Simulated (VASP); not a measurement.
# Re: single point with PBEsol

Re:

```xyz
1
Lattice="0.0000 2.0137 2.0137 2.0137 0.0000 2.0137 2.0137 2.0137 0.0000" Properties=species:S:1:pos:R:3 pbc="T T T"
Re    0.0000    0.0000    0.0000
```

This cell differs from its parent crystal: volume scaled by 1.06.

```
Program                : VASP 6.6.1
Task                   : single point
Functional             : PBEsol
Potentials or basis    : VASP PAW PBE potentials, release 64 (Re)
Cutoff                 : 520 eV
k mesh                 : 14 × 14 × 14
Occupations            : fermi-dirac, width 0.05 eV
Spin                   : no spin polarisation
Dipole correction      : no
Further INCAR settings : ALGO = Normal; EDIFF = 1e-06; NBANDS = 10
```

```yaml
Pressure: -34.5 GPa
```

Levels at points of the mesh, in eV from the Fermi level:
```csv
k point,band 1,band 2,band 3,band 4,band 5,band 6,band 7,band 8,band 9
"(0.00, 0.00, 0.00)",-9.41,-1.64,-1.64,-1.64,1.08,1.08,13.85,18.90,18.90
"(0.50, 0.00, 0.00)",-6.14,-1.81,-1.81,0.10,3.26,3.26,8.52,13.32,18.94
"(0.50, 0.50, 0.00)",-5.95,-5.15,2.42,3.20,3.89,3.89,11.20,11.47,11.47
```

It took 8.7 s on 1 thread of Intel Xeon 6975P-C (shared host), peak memory 0.15 GiB.

Caveat: the PAW data sets were made with another functional, which shifts forces and pressure a little; spin-orbit coupling is left out, which moves the levels of the heavy elements.
